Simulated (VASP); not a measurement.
A run of VASP 6.6.1:

File INCAR:

```
ALGO = Normal ; EDIFF = 1E-6
ENCUT = 520 ; GGA = CA
ISIF = 2 ; ISMEAR = 0
LASPH = True ; LCHARG = False
LREAL = False ; LWAVE = False
NBANDS = 20 ; NELM = 80
PREC = Accurate ; SIGMA = 0.05
```

File KPOINTS:

```
k-points
0
Gamma
  8 8 8
```

POSCAR

```
Y2C
1.0
    1.8124150000      1.0463980000      5.9880000000
   -1.8124150000      1.0463980000      5.9880000000
    0.0000000000     -2.0927970000      5.9880000000
Y C
2 1
Direct
    0.2579300000      0.2579300000      0.2579300000
    0.7420700000      0.7420700000      0.7420700000
    0.0000000000      0.0000000000      0.0000000000
```

Potentials or basis: VASP PAW LDA potentials, release 64 (Y_sv, C).

The run is started by

```bash
$ cat potpaw_LDA.64/Y_sv/POTCAR potpaw_LDA.64/C/POTCAR > POTCAR
$ mpirun -np 1 vasp_std > vasp.out
```

Hardware: 1 thread of Intel Xeon 6975P-C, with other jobs on the host.

**Question.** Estimate the wall time of this run.

**Answer.** Run time: 3.3 min on 1 thread of Intel Xeon 6975P-C, with other jobs on the host, peak memory 0.32 GiB. Counts: scf iterations 13, k points 65.
